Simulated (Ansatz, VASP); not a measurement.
## CdF2: VASP beside Ansatz

```
Cd F
1.0
     0.00000    2.54010    2.54010
     2.54010    0.00000    2.54010
     2.54010    2.54010    0.00000
Cd F
1 2
Direct
  0.00000 0.00000 0.00000
  0.25000 0.25000 0.25000
  0.75000 0.75000 0.75000
```

Alike in both runs: task single point; functional PBEsol; k mesh 8 × 8 × 8; occupations gaussian, width 0.05 eV; no spin polarisation.

|  | VASP | Ansatz |
| --- | --- | --- |
| version | VASP 6.6.1 | Ansatz 0.2.0 |
| potentials or method | VASP PAW PBE potentials, release 64 (Cd, F), cutoff 520 eV | scalar-relativistic, plane waves, PAW |
| valence electrons in the cell | 26 | 34 |

Ansatz gave:

* gap on the k mesh at the Fermi level (eV): 3.56
* least direct gap on the mesh (eV): 3.77

Question: Estimate VASP's values.

Answer: gap on the k mesh at the Fermi level (eV): 3.51; least direct gap on the mesh (eV): 3.72.

VASP's potentials were made for PBE, not for PBEsol. The functional is the same, so the differences come from potentials, cutoffs and numerics. VASP's potentials hold 26 valence electrons a cell and Ansatz's 34, so a difference there can come from the potentials and not from the codes.
